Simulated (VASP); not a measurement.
Cu2H3, 5 atoms in the cell. The structure is hexagonal, space group P6/mmm (No. 191). The conventional cell has a = 4.120 Å, b = 4.120 Å, c = 3.147 Å, α = 90.00°, β = 90.00°, γ = 120.00°. Cu (site symmetry -6m2) has 2 H at 1.57 Å within 2.1 Å. H (site symmetry -6m2) has 2 Cu at 1.57 Å within 2.1 Å. H (site symmetry 6/mmm) has 6 Cu at 2.38 Å and 14 H at 2.85 to 3.15 Å within 3.2 Å. The cell was built from a structure type or drawn by symmetry, and may not be a known phase.

* Program: VASP 6.6.1
* Task: relaxation of cell and atoms
* Functional: PBE
* Potentials or basis: VASP PAW PBE potentials, release 64 (Cu, H)
* Cutoff: 600 eV
* k mesh: 6 × 6 × 6
* Occupations: gaussian, width 0.1 eV
* Spin: no spin polarisation
* Dipole correction: no
* Further INCAR settings: ALGO = Normal; EDIFF = 1e-06; IBRION = 2; EDIFFG = -0.04; NSW = 90; ISIF = 3

Potentials or basis: VASP PAW PBE potentials, release 64 (Cu, H).

The run is started by

```sh
$ cat potpaw_PBE.64/Cu/POTCAR potpaw_PBE.64/H/POTCAR > POTCAR
$ mpirun -np 1 vasp_std > vasp.out
```

Hardware: 1 thread of Intel Xeon 8259CL, with other jobs on the host.

Estimate the wall time of this run.

It took 82 s on 1 thread of Intel Xeon 8259CL (shared host), peak memory 0.2 GiB. Counts: scf iterations 28, k points 28, ion steps 3.
